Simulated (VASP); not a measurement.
The system is C.

```
C
1.0
     2.52207    0.00000    0.00000
    -1.26103    2.18417    0.00000
     0.00000    0.00000    4.11852
C
4
Direct
  0.00000 0.00000 0.00000
  0.00000 0.00000 0.37500
  0.33333 0.66667 0.50000
  0.33333 0.66667 0.87500
```

```yaml
Program: VASP 6.6.1
Task: relaxation of cell and atoms
Functional: PBE
Potentials_or_basis: VASP PAW PBE potentials, release 64 (C)
Cutoff: 600 eV
k_mesh: 12 × 12 × 6
Occupations: gaussian, width 0.02 eV
Spin: non-collinear spin, zero start, spin-orbit coupling
Starting_moments: "[[0.0, 0.0, 0.0], [0.0, 0.0, 0.0], [0.0, 0.0, 0.0], [0.0, 0.0, 0.0]] μB"
```

At the start: pressure 3.2 GPa; volume 5.67 Å³/atom.

**Question.** How do energy, volume and symmetry change on relaxing?

**Answer.** Over 8 steps the energy falls by 5.9 meV/atom and the volume is 5.71 Å³/atom (+0.7 %); space group P6_3/mmc (No. 194, to 0.1 Å) before and after; moment 0.00 μB per cell.

Step by step:
```csv
step,energy change (eV),largest force (eV/Å),pressure (GPa),volume (Å³)
1,0.0000,0.0401,3.21,22.69
2,0.0103,0.0951,-3.79,23.05
3,-0.0237,0.0046,-0.32,22.85
4,-0.0237,0.0056,-0.25,22.85
5,-0.0237,0.0087,0.30,22.82
6,-0.0238,0.0018,0.03,22.83
7,-0.0238,0.0016,0.03,22.84
8,-0.0238,0.0027,-0.01,22.84
```

Final structure:
```
CELL_PARAMETERS angstrom
2.51152 0.00000 0.00000
-1.25576 2.17504 0.00000
0.00000 0.00000 4.18063
ATOMIC_POSITIONS crystal
C 0.00000 0.00000 0.00023
C 0.00000 0.00000 0.37477
C 0.33333 0.66667 0.50023
C 0.33333 0.66667 0.87477
```
